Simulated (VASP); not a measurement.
Wanted: the native input for a VASP 6.6.1 run.

```
Task                   : single point
Functional             : LDA
Potentials or basis    : VASP PAW LDA potentials, release 64 (Pt)
Cutoff                 : 520 eV
k mesh                 : 8 × 8 × 8
Occupations            : gaussian, width 0.1 eV
Spin                   : no spin polarisation
Dipole correction      : no
Further INCAR settings : ALGO = Normal; EDIFF = 1e-07; NBANDS = 11
```

The structure of Pt lies in POSCAR:

```
Pt
1.0
    0.0000000000      1.9456319019      1.9456319019
    1.9456319019      0.0000000000      1.9456319019
    1.9456319019      1.9456319019      0.0000000000
Pt
1
Direct
    0.0000000000      0.0000000000      0.0000000000
```

One way to write it, as run:

INCAR

```
PREC     = Accurate       # precision mode
ENCUT    = 520            # plane-wave cutoff, eV
EDIFF    = 1E-7           # SCF threshold, eV
ISMEAR   = 0              # smearing method
SIGMA    = 0.1            # smearing width, eV
LREAL    = False          # projectors in reciprocal space
LASPH    = True           # aspherical terms in the spheres
NELM     = 80             # most SCF steps
ALGO     = Normal         # electronic algorithm
ISIF     = 2              # what is computed and relaxed
LWAVE    = False          # write WAVECAR
LCHARG   = True           # write CHGCAR
LELF     = True           # ELF
LVHAR    = True         
NBANDS   = 11             # bands
```

KPOINTS

```
regular mesh
0
Gamma
  8 8 8
```

Potentials or basis: VASP PAW LDA potentials, release 64 (Pt).

Run with:

```sh
$ cat potpaw_LDA.64/Pt/POTCAR > POTCAR
$ mpirun -np 1 vasp_std > vasp.out
```

It gave:

```json
{"Pressure": "0.7 GPa", "Band gap on the k mesh": "zero (band 5 reaches 12.09 eV, above the bottom of band 6 at 9.78 eV)"}
```

Caveat: spin-orbit coupling is left out, which moves the levels of the heavy elements.

It took 3.9 s on 1 thread of Intel(R) Xeon(R) Platinum 8488C (Sapphire Rapids) (shared host), peak memory 0.12 GiB.
